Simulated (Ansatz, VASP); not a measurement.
Ge: VASP beside Ansatz

The input INCAR:

```
SYSTEM = Ge
PREC = Accurate
ENCUT = 520
EDIFF = 1E-6
ISMEAR = 0
SIGMA = 0.1
LREAL = .False.
LASPH = .True.
NELM = 100
ALGO = Normal
ISIF = 2
LWAVE = .False.
LCHARG = .False.
LDIPOL = .True.
IDIPOL = 3
DIPOL = 0.5 0.5 0.500
GGA = PE
IVDW = 12
NBANDS = 21
```

The input KPOINTS:

```
Automatic mesh
0
Gamma
  12 12 1
  0 0 0
```

Contents of POSCAR:

```
Ge
1.0
    4.0300000000      0.0000000000      0.0000000000
   -2.0150000000      3.4900823773      0.0000000000
    0.0000000000      0.0000000000     28.0000000000
Ge
2
Direct
    0.3333333333      0.6666666667      0.5183214286
    0.6666666667      0.3333333333      0.4816785714
```

Input for Ansatz:

```yaml
crystal:
  lattice:
    - [4.03, 0.0, 0.0]
    - [-2.015, 3.4900823773, 0.0]
    - [0.0, 0.0, 28.0]
  atoms:
    - { symbol: Ge, position: [0.3333333333, 0.6666666667, 0.5183214286] }
    - { symbol: Ge, position: [0.6666666667, 0.3333333333, 0.4816785714] }
  periodic: [true, true, false]
basis:
  ecutwfc: 420
kpoints:
  mp_grid: { grid: [12, 12, 1] }
hamiltonian:
  xc: pbe
  pseudopotentials: { kind: paw, azcp: { folder: soft_1 } }
  dispersion: d3bj
scf:
  occupations: { method: gaussian, width: 0.1 }
output:
  forces: true
  stress: true
  eigenvalues: true
```

Alike in both runs: task single point; functional PBE; dispersion D3(BJ); k mesh 12 × 12 × 1; occupations gaussian, width 0.1 eV; no spin polarisation.

```csv
,VASP,Ansatz
version,VASP 6.6.1,Ansatz 0.2.0
potentials or method,"VASP PAW PBE potentials, release 64 (Ge_d), cutoff 520 eV","scalar-relativistic, plane waves, PAW"
valence electrons in the cell,28,28
```

|  | VASP | Ansatz | Ansatz less VASP |
| --- | --- | --- | --- |
| gap on the k mesh at the Fermi level (eV) | none | none | - |
| rms of the force components (eV/Å) | 0.741 | 0.740 | -0.0014 |

Atom by atom the forces differ by 0.001 eV/Å (rms over components). A gap of «none» marks a metal or a gap that the smearing closes.
